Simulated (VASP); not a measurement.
Mg:

```
Mg
1.0
     3.20930    0.00000    0.00000
    -1.60465    2.77934    0.00000
     0.00000    0.00000    5.41871
Mg
2
Direct
  0.66667 0.33333 0.75000
  0.33333 0.66667 0.25000
```

Base run:

- Program: VASP 6.6.1
- Functional: PBEsol
- Potentials or basis: VASP PAW PBE potentials, release 64 (Mg)
- Cutoff: 520 eV
- k mesh: 8 × 8 × 4
- Occupations: fermi-dirac, width 0.05 eV
- Spin: no spin polarisation

Its results: band gap on the k mesh zero (band 2 reaches 3.39 eV, above the bottom of band 3 at 0.74 eV); pressure -2.4 GPa.

**Question.** The run is repeated on the same cell with these changes: functional from PBEsol to PBE. What comes out?

**Answer.** Band gap on the k mesh zero (band 2 reaches 3.43 eV, above the bottom of band 3 at 0.78 eV); pressure -1.8 GPa.

PBE binds less tightly than PBEsol, so the same cell stands under more pressure.

Caveats: the PAW data sets were made with another functional, which shifts forces and pressure a little (some runs).
